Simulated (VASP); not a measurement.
A run of VASP 6.6.1:

File INCAR:

```
SYSTEM = Sc2Al
PREC     = Accurate       ! precision mode
ENCUT    = 520            ! plane-wave cutoff, eV
EDIFF    = 1E-6           ! SCF threshold, eV
ISMEAR   = 0              ! smearing method
SIGMA    = 0.15           ! smearing width, eV
LREAL    = .FALSE.        ! projectors in reciprocal space
LASPH    = .TRUE.         ! aspherical terms in the spheres
NELM     = 100            ! most SCF steps
ALGO     = Fast           ! electronic algorithm
ISIF     = 2              ! what is computed and relaxed
LWAVE    = .FALSE.        ! write WAVECAR
LCHARG   = .FALSE.        ! write CHGCAR
GGA      = PS             ! functional
NBANDS   = 34             ! bands
```

The input KPOINTS:

```
Automatic mesh
0
G
  12 12 8
  0 0 0
```

Contents of POSCAR:

```
Sc2Al
1.0
    4.7296264979      0.0000000000      0.0000000000
   -2.3648132490      4.0959766976      0.0000000000
    0.0000000000      0.0000000000      6.2375876032
Sc Al
4 2
Direct
    0.0000000000      0.0000000000      0.0000000000
    0.0000000000      0.0000000000      0.5000000000
    0.3333333333      0.6666666667      0.7500000000
    0.6666666667      0.3333333333      0.2500000000
    0.3333333333      0.6666666667      0.2500000000
    0.6666666667      0.3333333333      0.7500000000
```

Potentials or basis: VASP PAW PBE potentials, release 64 (Sc_sv, Al).

Launch:

```bash
$ cat potpaw_PBE.64/Sc_sv/POTCAR potpaw_PBE.64/Al/POTCAR > POTCAR
$ mpirun -np 1 vasp_std > vasp.out
```

Hardware: 1 thread of Intel(R) Xeon(R) Platinum 8559C (Emerald Rapids) (shared host).

Question: Estimate the wall time of this run.

Answer: Wall time 6 min on 1 thread of Intel(R) Xeon(R) Platinum 8559C (Emerald Rapids), on a shared host, peak memory 0.44 GiB. Counts: scf iterations 20, k points 95.
